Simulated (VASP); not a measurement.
Here is a VASP 6.6.1 calculation.

File INCAR:

```
PREC = Accurate
ENCUT = 520
EDIFF = 1E-7
ISMEAR = 0
SIGMA = 0.05
LREAL = F
LASPH = T
NELM = 80
ALGO = Normal
ISIF = 2
LWAVE = F
LCHARG = F
GGA = PS
NBANDS = 15
```

The input KPOINTS:

```
regular mesh
0
Gamma
  6 6 6
```

POSCAR

```
KI
1.0
    0.0000000000      3.6655320000      3.8065140000
    3.6655320000      0.0000000000      3.8065140000
    3.6655320000      3.6655320000      0.0000000000
K I
1 1
Direct
    0.0000000000      0.0000000000      0.0000000000
    0.5000000000      0.5000000000      0.5000000000
```

Potentials or basis: VASP PAW PBE potentials, release 64 (K_sv, I).

Launch:

```bash
$ cat potpaw_PBE.64/K_sv/POTCAR potpaw_PBE.64/I/POTCAR > POTCAR
$ mpirun -np 1 vasp_std > vasp.out
```

Question: What does it give for the band gap on the k mesh?

Answer: 3.53 eV.

Question: What does it give for the pressure?

Answer: -1.3 GPa.

Stress tensor (GPa, compression positive):
```
-1.24  0.00  0.00
 0.00 -1.24  0.00
 0.00  0.00 -1.51
```

Caveat: the cell differs from its parent crystal (strain +0.040 along x and y, +0.080 along z); the PAW data sets were made with another functional, which shifts forces and pressure a little; spin-orbit coupling is left out, which moves the levels of the heavy elements.
